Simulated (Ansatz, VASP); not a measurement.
One calculation of TaN, two programs

```
CELL_PARAMETERS angstrom
0.00000 2.19209 2.19209
2.19209 0.00000 2.19209
2.19209 2.19209 0.00000
ATOMIC_POSITIONS crystal
Ta 0.50000 0.50000 0.50000
N 0.00000 0.00000 0.00000
```

Alike in both runs: functional PBE; dispersion D3(BJ); k mesh 16 × 16 × 16; occupations gaussian, width 0.1 eV; no spin polarisation.

Ansatz relaxed the structure, and its values are those at the end. VASP's run is a single point on that final structure, the one shown.

```csv
,VASP,Ansatz
version,VASP 6.6.1,Ansatz 0.2.0
potentials or method,"VASP PAW PBE potentials, release 64 (Ta_sv_GW, N), cutoff 700 eV","scalar-relativistic, plane waves, PAW"
valence electrons in the cell,18,18
```

|  | VASP | Ansatz | Ansatz less VASP |
| --- | --- | --- | --- |
| gap on the k mesh at the Fermi level (eV) | none | none | - |
| pressure (GPa) | 0.2 | 0.0 | -0.19 |

A gap of «none» marks a metal or a gap that the smearing closes.

Spin-orbit coupling is off throughout.
